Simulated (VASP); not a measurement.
# ZrC (F-43m) in VASP: a series of runs, part 2 of 2

VASP 6.6.1. Earlier steps stand in the parts before.

## Step 3: Single point, r2SCAN0

The input, POSCAR:

```
ZrC
1.0
    0.0000000000      2.5455200000      2.5455200000
    2.5455200000      0.0000000000      2.5455200000
    2.5455200000      2.5455200000      0.0000000000
Zr C
1 1
Direct
    0.5000000000      0.5000000000      0.5000000000
    0.7500000000      0.7500000000      0.7500000000
```

The input, INCAR.step1:

```
SYSTEM = ZrC
PREC     = Accurate       ! precision mode
ENCUT    = 520            ! plane-wave cutoff, eV
EDIFF    = 1E-5           ! SCF threshold, eV
ISMEAR   = -1             ! smearing method
SIGMA    = 0.05           ! smearing width, eV
LREAL    = .FALSE.        ! projectors in reciprocal space
LASPH    = .TRUE.         ! aspherical terms in the spheres
NELM     = 60             ! most SCF steps
ALGO     = Normal         ! electronic algorithm
ISIF     = 2              ! what is computed and relaxed
LWAVE    = .TRUE.         ! write WAVECAR
LCHARG   = .FALSE.        ! write CHGCAR
GGA      = PE             ! functional
NBANDS   = 15             ! bands
```

The input, INCAR.step2:

```
SYSTEM = ZrC
PREC     = Accurate       ! precision mode
ENCUT    = 520            ! plane-wave cutoff, eV
EDIFF    = 1E-6           ! SCF threshold, eV
ISMEAR   = -1             ! smearing method
SIGMA    = 0.05           ! smearing width, eV
LREAL    = .FALSE.        ! projectors in reciprocal space
LASPH    = .TRUE.         ! aspherical terms in the spheres
NELM     = 60             ! most SCF steps
ALGO     = Normal         ! electronic algorithm
ISIF     = 2              ! what is computed and relaxed
LWAVE    = .FALSE.        ! write WAVECAR
LCHARG   = .FALSE.        ! write CHGCAR
METAGGA  = R2SCAN         ! meta-GGA
LHFCALC  = .TRUE.         ! exact exchange
AEXX     = 0.25           ! exact-exchange fraction
LMIXTAU  = .TRUE.       
PRECFOCK = Normal       
ISTART   = 1            
NBANDS   = 15             ! bands
```

The input, KPOINTS:

```
Automatic mesh
0
G
  5 5 5
  0 0 0
```

Potentials or basis: VASP PAW PBE potentials, release 64 (Zr_sv, C).

Started as:

```console
$ cat potpaw_PBE.64/Zr_sv/POTCAR potpaw_PBE.64/C/POTCAR > POTCAR
$ cp INCAR.step1 INCAR
$ mpirun -np 1 vasp_std > vasp.out
$ cp INCAR.step2 INCAR
$ mpirun -np 1 vasp_std > vasp.out
```

Run time: 9.3 min. Hardware: 1 thread of AMD EPYC 7R13 (Zen 3), shared host; peak memory 0.14 GiB.

The run converged. Its results:

| Property | Result |
| --- | --- |
| Free energy | -34.1826 eV |
| Pressure | -1.2 GPa |
| Band gap on the k mesh | 2.36 eV, direct |

Levels at points of the mesh, in eV from the valence-band top:
```tsv
k point	band 4	band 5	band 6	band 7	band 8	band 9	band 10	band 11	band 12	band 13
(0.00, 0.00, 0.00)	-28.07	-11.17	-2.28	-2.28	-2.28	5.49	5.49	5.53	11.15	11.15
```

Caveat: the k points lie up to 0.43 Å⁻¹ apart; the PAW data sets were made with another functional, which shifts forces and pressure a little. A k mesh can miss the band edges.

## Step 4: Relaxation of cell and atoms, PBEsol-based global hybrid

POSCAR is that of step 3.

The input, INCAR.step1:

```
ALGO = Normal ; EDIFF = 1E-5
ENCUT = 600 ; GGA = PE
ISMEAR = -1 ; LASPH = True
LCHARG = False ; LREAL = False
LWAVE = True ; NBANDS = 15
NELM = 100 ; PREC = Accurate
SIGMA = 0.05
```

The input, INCAR.step2:

```
AEXX = 0.25 ; ALGO = Normal
EDIFF = 1E-6 ; EDIFFG = -0.01
ENCUT = 600 ; GGA = PS
IBRION = 2 ; ISIF = 3
ISMEAR = -1 ; ISTART = 1
LASPH = True ; LCHARG = False
LHFCALC = True ; LREAL = False
LWAVE = False ; NELM = 100
NSW = 60 ; PREC = Accurate
PRECFOCK = Normal ; SIGMA = 0.05
```

The input, KPOINTS:

```
k-points
0
Gamma
  5 5 5
```

Started as:

```console
$ cat potpaw_PBE.64/Zr_sv/POTCAR potpaw_PBE.64/C/POTCAR > POTCAR
$ cp INCAR.step1 INCAR
$ mpirun -np 1 vasp_std > vasp.out
$ cp INCAR.step2 INCAR
$ mpirun -np 1 vasp_std > vasp.out
```

Wall time 42 min (1 thread of Intel Xeon Platinum 8375C at 2.90GHz (Ice Lake), shared host); peak memory 0.18 GiB.

It converged, with:

```
Free energy                            : -23.2676 eV
Relaxed volume                         : 16.09 Å³/atom
Relaxed cell                           : a = 3.570 Å, b = 3.570 Å, c = 3.570 Å, α = 60.00°, β = 60.00°, γ = 60.00°
Space group after relaxing (to 0.05 Å) : F-43m (No. 216)
Energy gained by relaxing              : 5.2 meV/atom
Ionic steps                            : 3
Pressure after relaxing                : 0.0 GPa
Band gap on the k mesh                 : 2.11 eV, direct
```

The path:
| step | energy change (eV) | largest force (eV/Å) | pressure (GPa) | volume (Å³) |
| --- | --- | --- | --- | --- |
| 1 | 0.0000 | 0.0000 | -3.97 | 32.99 |
| 2 | 0.0094 | 0.0000 | 6.01 | 31.08 |
| 3 | -0.0104 | 0.0000 | -0.03 | 32.17 |

Final structure:
```
Zr C
1.0
     0.00000    2.52430    2.52430
     2.52430    0.00000    2.52430
     2.52430    2.52430    0.00000
Zr C
1 1
Direct
  0.50000 0.50000 0.50000
  0.75000 0.75000 0.75000
```

Levels at points of the mesh, in eV from the valence-band top:
```tsv
k point	band 4	band 5	band 6	band 7	band 8	band 9	band 10	band 11	band 12
(0.00, 0.00, 0.00)	-27.37	-10.88	-2.31	-2.31	-2.31	5.26	5.27	5.27	10.95
```

Caveat: the k points lie up to 0.43 Å⁻¹ apart in the final cell; the PAW data sets were made with another functional, which shifts forces and pressure a little.

## Step 5: Overview

```csv
task,level,cell,cutoff (eV),share of exact exchange,screening parameter,gap on the mesh (eV),pressure (GPa)
single point,PBEsol-based screened hybrid,as given,520,0.25,0.207 1/Å,1.42,-3.8
single point,r2SCAN0,as given,520,-,-,2.36,-1.2
relaxation of cell and atoms,PBEsol-based global hybrid,relaxed,600,0.25,-,2.11,0.0
```

Alike in all rows: potentials or basis VASP PAW PBE potentials, release 64 (Zr_sv, C); no spin polarisation; k mesh 5 × 5 × 5; smearing fermi-dirac 0.05 eV.

Caveats: all runs use coarse meshes; the PAW data sets were made with another functional, which shifts forces and pressure a little.

Absolute energies hang on the potentials; compare differences alone.
